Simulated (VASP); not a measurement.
Input of a VASP 6.6.1 run:

File INCAR:

```
  PREC = Accurate
  ENCUT = 520
  EDIFF = 1E-6
  ISMEAR = -1
  SIGMA = 0.03
  LREAL = False
  LASPH = True
  NELM = 80
  ALGO = Normal
  ISIF = 2
  LWAVE = False
  LCHARG = False
  GGA = PS
  NBANDS = 31
```

File KPOINTS:

```
Automatic mesh
0
Gamma
  6 6 6
```

The input POSCAR:

```
PtSe2
1.0
   -2.5028409656      2.5028409656      5.8103156080
    2.5028409656     -2.5028409656      5.8103156080
    2.5028409656      2.5028409656     -5.8103156080
Pt Se
2 4
Direct
    0.7500000000      0.2500000000      0.5000000000
    0.0000000000      0.0000000000      0.0000000000
    0.5400279888      0.0400279888      0.5000000000
    0.7900279888      0.7900279888      0.0000000000
    0.2099720112      0.2099720112      0.0000000000
    0.9599720112      0.4599720112      0.5000000000
```

Potentials or basis: VASP PAW PBE potentials, release 64 (Pt, Se).

Command:

```bash
$ cat potpaw_PBE.64/Pt/POTCAR potpaw_PBE.64/Se/POTCAR > POTCAR
$ mpirun -np 1 vasp_std > vasp.out
```

Q: Estimate the pressure.

A: 0.0 GPa.

Q: Predict the largest force.

A: 0.009 eV/Å.

Q: Predict the band gap on the k mesh.

A: Zero (bands 22 and 23 overlap by 0.61 eV).

Forces in eV/Å, atoms in the order of the input:
```
Pt   0.000  0.000  0.000
Pt   0.000  0.000  0.000
Se   0.000  0.000 -0.009
Se   0.000  0.000 -0.009
Se   0.000  0.000  0.009
Se   0.000  0.000  0.009
```

Caveat: the PAW data sets were made with another functional, which shifts forces and pressure a little; spin-orbit coupling is left out, which moves the levels of the heavy elements.
